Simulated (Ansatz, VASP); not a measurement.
# Zn in VASP and in Ansatz

POSCAR

```
Zn
1.0
    2.6143598000      0.0000000000      0.0000000000
   -1.3071799000      2.2641020000      0.0000000000
    0.0000000000      0.0000000000      4.8731610200
Zn
2
Direct
    0.3333333300      0.6666666700      0.2500000000
    0.6666666700      0.3333333300      0.7500000000
```

The input INCAR.step1:

```
PREC     = Accurate       # precision mode
ENCUT    = 520            # plane-wave cutoff, eV
ISMEAR   = 0              # smearing method
SIGMA    = 0.1            # smearing width, eV
LREAL    = False          # projectors in reciprocal space
LASPH    = True           # aspherical terms in the spheres
NELM     = 60             # most SCF steps
NBANDS   = 19             # bands
GGA      = PE             # functional
ALGO     = Normal         # electronic algorithm
EDIFF    = 1E-4           # SCF threshold, eV
LWAVE    = True           # write WAVECAR
LCHARG   = False          # write CHGCAR
```

INCAR.step2

```
PREC     = Accurate       # precision mode
ENCUT    = 520            # plane-wave cutoff, eV
EDIFF    = 1E-6           # SCF threshold, eV
ISMEAR   = 0              # smearing method
SIGMA    = 0.1            # smearing width, eV
LREAL    = False          # projectors in reciprocal space
LASPH    = True           # aspherical terms in the spheres
NELM     = 60             # most SCF steps
ALGO     = Normal         # electronic algorithm
ISIF     = 2              # what is computed and relaxed
LWAVE    = False          # write WAVECAR
LCHARG   = True           # write CHGCAR
METAGGA  = R2SCAN         # meta-GGA
LMIXTAU  = True         
LELF     = True           # ELF
LVHAR    = True         
NBANDS   = 19             # bands
ISTART   = 1
```

File KPOINTS:

```
Automatic mesh
0
Gamma
  9 9 4
```

Input for Ansatz:

```yaml
crystal:
  lattice:
    - [2.6143598, 0.0, 0.0]
    - [-1.3071799, 2.264102, 0.0]
    - [0.0, 0.0, 4.87316102]
  atoms:
    - { symbol: Zn, position: [0.33333333, 0.66666667, 0.25] }
    - { symbol: Zn, position: [0.66666667, 0.33333333, 0.75] }
basis:
  ecutwfc: 500
kpoints:
  mp_grid: { grid: [9, 9, 4] }
hamiltonian:
  xc: r2scan
  pseudopotentials: { kind: paw, azcp: { folder: soft_1 } }
scf:
  occupations: { method: gaussian, width: 0.1 }
output:
  forces: true
  stress: true
  eigenvalues: true
```

Alike in both runs: task single point; functional r2SCAN; k mesh 9 × 9 × 4; occupations gaussian, width 0.1 eV; no spin polarisation.

|  | VASP | Ansatz |
| --- | --- | --- |
| version | VASP 6.6.1 | Ansatz 0.2.0 |
| potentials or method | VASP PAW PBE potentials, release 64 (Zn), cutoff 520 eV | scalar-relativistic, plane waves, PAW |
| valence electrons in the cell | 24 | 24 |

Ansatz gave:

| Item | Value |
| --- | --- |
| gap on the k mesh at the Fermi level (eV) | none |
| pressure (GPa) | -0.5 |
| traceless stress, the component that is largest in VASP (GPa) | -0.83 |

Problem. What did VASP give for the same quantities?

Solution. gap on the k mesh at the Fermi level (eV): none; pressure (GPa): 0.1; traceless stress, the component that is largest in VASP (GPa): -0.99.

VASP's potentials were made for PBE, not for r2SCAN. A gap of «none» marks a metal or a gap that the smearing closes.
